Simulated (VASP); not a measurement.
# Ag (I4/mmm) in VASP: notebook

Ag is run at these levels: PBEsol; tasks: single point.

Everything below comes from runs of VASP 6.6.1. Logs are shortened: lines on timing, memory, paths and dates and some standing lists are left out, and cuts for length are marked.

### 1 The cell of the first run

It takes space group I4/mmm (No. 139, tetragonal). Conventional cell: a = 2.889 Å, b = 2.889 Å, c = 4.025 Å, α = 90.00°, β = 90.00°, γ = 90.00°. Within 3.8 Å of Ag (site symmetry 4/mmm) lie 12 Ag at 2.87 to 2.89 Å.

### 2 Single point, PBEsol (strain -0.0150 x Voigt [0, 1, 0, 0, 0, 0])

The input, INCAR:

```
PREC     = Accurate       # precision mode
ENCUT    = 520            # plane-wave cutoff, eV
EDIFF    = 1E-6           # SCF threshold, eV
ISMEAR   = 0              # smearing method
SIGMA    = 0.15           # smearing width, eV
LREAL    = False          # projectors in reciprocal space
LASPH    = True           # aspherical terms in the spheres
NELM     = 100            # most SCF steps
ALGO     = Normal         # electronic algorithm
ISIF     = 2              # what is computed and relaxed
LWAVE    = False          # write WAVECAR
LCHARG   = True           # write CHGCAR
GGA      = PS             # functional
LELF     = True           # ELF
LVHAR    = True         
NBANDS   = 12             # bands
```

The input, KPOINTS:

```
Automatic mesh
0
Gamma
  20 20 20
```

The input, POSCAR:

```
Ag
1.0
    0.0000000000      2.0124535000      2.0431000000
    2.0431000000      0.0000000000      2.0431000000
    2.0431000000      2.0124535000      0.0000000000
Ag
1
Direct
    0.0000000000      0.0000000000      0.0000000000
```

Potentials or basis: VASP PAW PBE potentials, release 64 (Ag).

Started as:

```console
> cat potpaw_PBE.64/Ag/POTCAR > POTCAR
> mpirun -np 1 vasp_std > vasp.out
```

OUTCAR:

```text
PREC = Accurate
   ENCUT = 520
   EDIFF = 1E-6
   ISMEAR = 0
   LREAL = False
   LASPH = True
   NELM = 100
   ISIF = 2
   GGA = PS

 ion  position               nearest neighbor table
   1  0.000  0.000  0.000-

  LATTYP: Found a body centered tetragonal cell.
 ALAT       =     2.8893797293
 C/A-ratio  =     1.3930003589

  Lattice vectors:

 A1 = (   0.0000000000,  -2.0124535000,   2.0431000000)
 A2 = (   0.0000000000,  -2.0124535000,  -2.0431000000)
 A3 = (   2.0431000000,   2.0124535000,   0.0000000000)

Analysis of symmetry for initial positions (statically):
=====================================================================
 Subroutine PRICEL returns:
 Original cell was already a primitive cell.

 Routine SETGRP: Setting up the symmetry group for a
 body centered tetragonal supercell.

 Subroutine GETGRP returns: Found 16 space group operations
 (whereof 16 operations were pure point group operations)
 out of a pool of 16 trial point group operations.

The static configuration has the point symmetry D_4h.

Analysis of symmetry for dynamics (positions and initial velocities):
=====================================================================
 Subroutine PRICEL returns:
 Original cell was already a primitive cell.

 Routine SETGRP: Setting up the symmetry group for a
 body centered tetragonal supercell.

 Subroutine GETGRP returns: Found 16 space group operations
 (whereof 16 operations were pure point group operations)
 out of a pool of 16 trial point group operations.

The dynamic configuration has the point symmetry D_4h.

 Subroutine INISYM returns: Found 16 space group operations
 (whereof 16 operations are pure point group operations),
 and found     1 'primitive' translations

----------------------------------------------------------------------------------------

                                     Primitive cell

  volume of cell :      16.8010

  direct lattice vectors                    reciprocal lattice vectors
     0.000000000  2.012453500  2.043100000    -0.244726151  0.248452946  0.244726151
     2.043100000  0.000000000  2.043100000     0.244726151 -0.248452946  0.244726151
     2.043100000  2.012453500  0.000000000     0.244726151  0.248452946 -0.244726151

  length of vectors
     2.867791258  2.889379729  2.867791258     0.426040661  0.426040661  0.426040661

  position of ions in fractional coordinates (direct lattice)
     0.000000000  0.000000000  0.000000000

  ion indices of the primitive-cell ions
   primitive index   ion index
                 1           1

----------------------------------------------------------------------------------------

 KPOINTS: Automatic mesh

Automatic generation of k-mesh.
 Grid dimensions read from file:
 generate k-points for:   20   20   20

 Generating k-lattice:

  Cartesian coordinates                     Fractional coordinates (reciprocal lattice)
    -0.012236308  0.012422647  0.012236308     0.050000000  0.000000000  0.000000000
     0.012236308 -0.012422647  0.012236308     0.000000000  0.050000000  0.000000000
     0.012236308  0.012422647 -0.012236308     0.000000000  0.000000000  0.050000000

  Length of vectors
     0.021302033  0.021302033  0.021302033

  Shift w.r.t. Gamma in fractional coordinates (k-lattice)
     0.000000000  0.000000000  0.000000000

 Subroutine IBZKPT returns following result:
 ===========================================

 Found    641 irreducible k-points:

 Following reciprocal coordinates:
            Coordinates               Weight
  0.000000  0.000000  0.000000      1.000000
  0.050000  0.000000  0.000000      8.000000
  0.100000  0.000000 -0.000000      8.000000
  0.150000  0.000000  0.000000      8.000000
  0.200000  0.000000 -0.000000      8.000000
  0.250000  0.000000 -0.000000      8.000000
[... 16 lines left out ...]
 -0.400000  0.050000  0.000000     16.000000
 -0.350000  0.050000  0.000000     16.000000
 [... further k-points ...]
   k-points           NKPTS =    641   k-points in BZ     NKDIM =    641   number of bands    NBANDS=     12
   number of dos      NEDOS =    301   number of ions     NIONS =      1
   total plane-waves  NPLWV =  13824
   dimension x,y,z NGX =    24 NGY =   24 NGZ =   24
   dimension x,y,z NGXF=    48 NGYF=   48 NGZF=   48
   ions per type =               1
   NGX,Y,Z   is equivalent  to a cutoff of  13.91, 13.81, 13.91 a.u.
   NGXF,Y,Z  is equivalent  to a cutoff of  27.83, 27.62, 27.83 a.u.
 SYSTEM =  unknown system
   PREC   = accura    normal or accurate (medium, high low for compatibility)
   ISTART =      0    job   : 0-new  1-cont  2-samecut
   ICHARG =      2    charge: 1-file 2-atom 10-const
   ISPIN  =      1    spin polarized calculation?
   LNONCOLLINEAR =      F non collinear calculations
   LSORBIT =      F    spin-orbit coupling
   LASPH  =      T    aspherical Exc in radial PAW
   ENCUT  =  520.0 eV  38.22 Ry    6.18 a.u.   5.33  5.37  5.33*2*pi/ulx,y,z
   NELM   =    100;   NELMIN=  2; NELMDL= -5     # of ELM steps
   EDIFF  = 0.1E-05   stopping-criterion for ELM
   LREAL  =      F    real-space projection
   EDIFFG = 0.1E-04   stopping-criterion for IOM
   NSW    =      0    number of steps for IOM
   IBRION =     -1    ionic relax: 0-MD 1-quasi-New 2-CG
   NFREE  =      0    steps in history (QN), initial steepest desc. (CG)
   ISIF   =      2    stress and relaxation
   ISYM   =      2    0-nonsym 1-usesym 2-fastsym
   POTIM  = 0.5000    time-step for ionic-motion
   TEBEG  =    0.0;   TEEND  =   0.0 temperature during run
   PSTRESS=    0.0 pullay stress
   NELECT =      11.0000    total number of electrons
   NUPDOWN=      -1.0000    fix difference up-down
   EMIN   =  10.00;   EMAX   =-10.00  energy-range for DOS
   EFERMI =   0.00;   METHOD = LEGACY
   ISMEAR =     0;   SIGMA  =   0.15  broadening in eV -4-tet -1-fermi 0-gaus
   EFERMI_NEDOS =   21; number of points for ismear=-14 and -15
   IALGO  =     38    algorithm
   IMIX   =      4    mixing-type and parameters
     AMIX     =   0.40;   BMIX     =  1.00
     AMIX_MAG =   1.60;   BMIX_MAG =  1.00
  volume/ion in A,a.u.               =      16.80       113.38
  Fermi-wavevector in a.u.,A,eV,Ry     =   1.421545  2.686331 27.494530  2.020791
  Thomas-Fermi vector in A             =   2.542344
   LORBIT       =      0    0 simple, 1 ext, 2 COOP (PROOUT), +10 PAW based schemes
   GGA     = PS    functional components
   LHFCALC =     F    Hartree Fock is set to
   AEXX    =    0.0000 exact exchange contribution
   IVDW    =     0    specifies the selected vdW correction
   LEPSILON=     F    determine dielectric tensor
   LRPA    =     F    only Hartree local field effects (RPA)
 non-spin polarized calculation
 Gauss-broadening in eV      SIGMA  =   0.15
  energy-cutoff  :      520.00
  volume of cell :       16.80
 maximum number of plane-waves:       471
 NGX is ok and might be reduce to    24
   NGX = 11   NGY = 11   NGZ = 11

 number of electron      11.0000000 magnetization

 Free energy of the ion-electron system (eV)
  ---------------------------------------------------
  ext. energy  EPLUGINS =         0.00000000
  ---------------------------------------------------
  free energy    TOTEN  =        -3.31177783 eV

  energy without entropy =       -3.30945491  energy(sigma->0) =       -3.31061637

 E-fermi :   8.4239     XC(G=0): -12.5001

 val. band max:        8.4188996997   @ k =   0.3000   0.5000   0.1000
 cond. band min:       8.4242329922   @ k =   0.4500   0.0000   0.3000
 fundamental gap:      0.0053332925
 Fermi energy:         8.4239368603

 k-point     1 :       0.0000    0.0000    0.0000
  band No.  band energies     occupation
      1       0.4978      2.00000
      2       3.5826      2.00000
      3       3.5826      2.00000
      4       3.6790      2.00000
      5       4.6375      2.00000
      6       4.7383      2.00000
      7      24.4579      0.00000
      8      28.0440      0.00000
      9      28.0440      0.00000
     10      28.2567      0.00000
     11      32.9708      0.00000
     12      34.0717      0.00000

 k-point     2 :       0.0500    0.0000    0.0000
  band No.  band energies     occupation
      1       0.5773      2.00000
      2       3.5748      2.00000
      3       3.6054      2.00000
      4       3.6900      2.00000
      5       4.6295      2.00000
      6       4.7282      2.00000
      7      24.4828      0.00000
      8      27.4055      0.00000
      9      28.0821      0.00000
     10      28.2301      0.00000
     11      33.1487      0.00000
     12      34.0286      0.00000

 k-point     3 :       0.1000    0.0000   -0.0000
  band No.  band energies     occupation
      1       0.8091      2.00000
      2       3.5385      2.00000
      3       3.6661      2.00000
      4       3.7388      2.00000
      5       4.6133      2.00000
      6       4.7049      2.00000
      7      24.3891      0.00000
      8      26.0883      0.00000
      9      28.1810      0.00000
     10      28.3170      0.00000
     11      32.4437      0.00000
     12      33.7651      0.00000

 k-point     4 :       0.1500    0.0000    0.0000
  band No.  band energies     occupation
      1       1.1676      2.00000
      2       3.4999      2.00000
      3       3.7397      2.00000
      4       3.8111      2.00000
      5       4.6136      2.00000
      6       4.6906      2.00000
      7      23.3687      0.00000
      8      25.4286      0.00000
      9      28.2913      0.00000
     10      28.4203      0.00000
     11      31.6610      0.00000
     12      33.0473      0.00000

 k-point     5 :       0.2000    0.0000   -0.0000
  band No.  band energies     occupation
      1       1.5849      2.00000
      2       3.5422      2.00000
      3       3.7863      2.00000
      4       3.8645      2.00000
      5       4.6687      2.00000
      6       4.7224      2.00000
      7      21.5859      0.00000
      8      25.2990      0.00000
      9      28.3223      0.00000
     10      28.4521      0.00000
     11      31.2743      0.00000
     12      32.2762      0.00000
[... 228 lines left out ...]
      1       2.0010      2.00000
      2       3.5285      2.00000
      3       3.6674      2.00000
      4       5.3294      2.00000
      5       5.5027      2.00000
      6       8.1104      1.99688
      7      12.1989      0.00000
      8      23.6270      0.00000
      9      25.8367      0.00000
     10      26.2649      0.00000
     11      31.6225      0.00000
     12      31.9104      0.00000

 k-point    22 :      -0.4500    0.0500    0.0000
  band No.  band energies     occupation
      1       2.0067      2.00000
      2       3.5374      2.00000
      3       3.6683      2.00000
      4       5.3451      2.00000
      5       5.4515      2.00000
      6       7.9433      1.99999
      7      12.4162      0.00000
      8      23.6238      0.00000
      9      25.7071      0.00000
     10      26.5407      0.00000
     11      31.5804      0.00000
     12      31.8818      0.00000

 k-point    23 :      -0.4000    0.0500    0.0000
  band No.  band energies     occupation
      1       2.0417      2.00000
      2       3.5742      2.00000
      3       3.6980      2.00000
      4       5.2430      2.00000
      5       5.3250      2.00000
      6       7.0525      2.00000
      7      13.6514      0.00000
      8      23.7500      0.00000
      9      25.7898      0.00000
     10      27.0764      0.00000
     11      31.4615      0.00000
     12      31.8192      0.00000

 k-point    24 :      -0.3500    0.0500    0.0000
  band No.  band energies     occupation
      1       2.0920      2.00000
      2       3.6322      2.00000
      3       3.7518      2.00000
      4       4.9839      2.00000
      5       5.1412      2.00000
      6       6.1008      2.00000
      7      15.2995      0.00000
      8      23.9874      0.00000
      9      26.0760      0.00000
     10      27.8282      0.00000
     11      31.2764      0.00000
     12      31.6491      0.00000

 [... further k-points ...]

------------------------ aborting loop because EDIFF is reached ----------------------------------------

  FORCE on cell =-STRESS in cart. coord.  units (eV):
  Direction    XX          YY          ZZ          XY          YZ          ZX
  --------------------------------------------------------------------------------------
  -------------------------------------------------------------------------------------
  Total       -0.1445012     -0.0841627     -0.1445012      0.0000000     -0.0000000      0.0000000
  in kB      -13.7799316     -8.0259234    -13.7799316      0.0000000     -0.0000000      0.0000000
  external PRESSURE =     -11.8619289 kB  Pullay stress =       0.0000000 kB

 VOLUME and BASIS-vectors are now :
 -----------------------------------------------------------------------------
  energy-cutoff  :      520.00
  volume of cell :       16.80
      direct lattice vectors                 reciprocal lattice vectors
     0.000000000  2.012453500  2.043100000    -0.244726151  0.248452946  0.244726151
     2.043100000  0.000000000  2.043100000     0.244726151 -0.248452946  0.244726151
     2.043100000  2.012453500  0.000000000     0.244726151  0.248452946 -0.244726151

 POSITION                                       TOTAL-FORCE (eV/Angst)
 -----------------------------------------------------------------------------------
      0.00000      0.00000      0.00000        -0.000000      0.000000      0.000000
 -----------------------------------------------------------------------------------
    total drift:                               -0.000000      0.000000     -0.000000

  FREE ENERGIE OF THE ION-ELECTRON SYSTEM (eV)
  ---------------------------------------------------
  free  energy   TOTEN  =        -3.3117778322 eV

  energy  without entropy=       -3.3094549140  energy(sigma->0) =       -3.31061637
```

It took 46 s on 1 thread of Intel Xeon 6975P-C (Granite Rapids), shared host; peak memory 0.24 GiB.

Results:

- Free energy: -3.3118 eV
- Pressure: -1.2 GPa
- Band gap on the k mesh: zero (an odd number of electrons rules out a gap without spin polarisation)

Levels at points of the mesh, in eV from the Fermi level:
```csv
k point,band 4,band 5,band 6,band 7,band 8,band 9
"(0.00, 0.00, 0.00)",-4.74,-3.79,-3.69,16.03,19.62,19.62
"(0.50, 0.00, 0.00)",-2.94,-2.89,-0.49,3.68,15.25,17.80
"(0.50, 0.50, 0.00)",-2.74,-2.67,1.45,6.72,10.77,10.80
"(0.50, 0.00, 0.50)",-2.70,-2.70,1.72,7.10,10.51,10.51
```

Caveat: the cell differs from its parent crystal (strain -0.0150 x Voigt [0, 1, 0, 0, 0, 0]); the PAW data sets were made with another functional, which shifts forces and pressure a little.

### 3 Single point, PBEsol (strain -0.0050 x Voigt [0, 1, 0, 0, 0, 0])

The input, INCAR:

```
PREC = Accurate
ENCUT = 520
EDIFF = 1E-6
ISMEAR = 0
SIGMA = 0.15
LREAL = F
LASPH = T
NELM = 100
ALGO = Normal
ISIF = 2
LWAVE = F
LCHARG = F
GGA = PS
NBANDS = 12
```

The input, KPOINTS:

```
regular mesh
0
Gamma
  20 20 20
```

The input, POSCAR:

```
Ag
1.0
    0.0000000000      2.0328845000      2.0431000000
    2.0431000000      0.0000000000      2.0431000000
    2.0431000000      2.0328845000      0.0000000000
Ag
1
Direct
    0.0000000000      0.0000000000      0.0000000000
```

Potentials or basis: VASP PAW PBE potentials, release 64 (Ag).

Started as:

```console
> cat potpaw_PBE.64/Ag/POTCAR > POTCAR
> mpirun -np 1 vasp_std > vasp.out
```

It took 55 s on 1 thread of Intel Xeon 6975P-C (Granite Rapids), shared host; peak memory 0.24 GiB.

The run converged. Its results:

```
Free energy            : -3.3103 eV
Pressure               : -2.3 GPa
Band gap on the k mesh : zero (an odd number of electrons rules out a gap without spin polarisation)
```

Stress tensor (GPa, compression positive):
```
-2.36  0.00  0.00
 0.00 -2.17  0.00
 0.00  0.00 -2.36
```

Levels at points of the mesh, in eV from the Fermi level:
```
           k point  band 2  band 3  band 4  band 5  band 6  band 7  band 8  band 9  band 10  band 11
(0.00, 0.00, 0.00)   -4.78   -4.78   -4.75   -3.73   -3.70   16.01   19.59   19.59    19.66    24.44
(0.50, 0.00, 0.00)   -4.81   -4.77   -2.91   -2.90   -0.45    3.63   15.25   17.82    17.94    22.85
(0.50, 0.50, 0.00)   -6.29   -2.94   -2.71   -2.69    1.53    6.73   10.67   10.68    17.26    17.33
(0.50, 0.00, 0.50)   -6.29   -2.94   -2.70   -2.70    1.61    6.85   10.58   10.58    17.18    17.24
```

Caveat: the cell differs from its parent crystal (strain -0.0050 x Voigt [0, 1, 0, 0, 0, 0]); the PAW data sets were made with another functional, which shifts forces and pressure a little.
